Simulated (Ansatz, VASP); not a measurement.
## InP: VASP beside Ansatz

```
In P
1.0
     0.00000    2.93050    2.93050
     2.93050    0.00000    2.93050
     2.93050    2.93050    0.00000
In P
1 1
Direct
  0.00000 0.00000 0.00000
  0.75000 0.75000 0.75000
```

Alike in both runs: task relaxation of cell and atoms; functional PBE; dispersion D3(BJ); k mesh 8 × 8 × 8; occupations fermi-dirac, width 0.05 eV; no spin polarisation.

```csv
,VASP,Ansatz
version,VASP 6.6.1,Ansatz 0.2.0
potentials or method,"VASP PAW PBE potentials, release 64 (In_d, P), cutoff 500 eV","all-electron LAPW, scalar-relativistic"
```

Ansatz gave:

```
relaxed volume (Å³/atom)                                     : 25.59
relaxed cell length with the largest relative difference (Å) : 4.167
```

**Question.** What did VASP give for the same quantities?

**Answer.** Relaxed volume (Å³/atom): 25.57; relaxed cell length with the largest relative difference (Å): 4.166.

Ansatz ran all-electron here, and VASP with PAW potentials.
